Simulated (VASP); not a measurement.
The system is CdSe.

```
Cd Se
1.0
    -0.01186    3.05592    3.05592
     3.05592   -0.01186    3.05592
     3.05592    3.05592   -0.01186
Cd Se
1 1
Direct
  0.99958 0.99958 0.99958
  0.25042 0.25042 0.25042
```

This cell differs from its parent crystal: strain along [111] -0.6%.

Base run:

- Program: VASP 6.6.1
- Functional: r2SCAN
- Potentials or basis: VASP PAW PBE potentials, release 64 (Cd, Se)
- Cutoff: 520 eV
- k mesh: 8 × 8 × 8
- Occupations: gaussian, width 0.01 eV
- Spin: no spin polarisation

Its results: band gap on the k mesh 1.02 eV, direct; pressure 0.5 GPa.

Task: The run is repeated on the same cell with these changes: functional from r2SCAN to PBE; occupations from gaussian, width 0.01 eV to fermi-dirac, width 0.02 eV. What comes out?

Result: Band gap on the k mesh 0.55 eV, direct; pressure 2.0 GPa.

Caveats: the PAW data sets were made with another functional, which shifts forces and pressure a little (some runs).

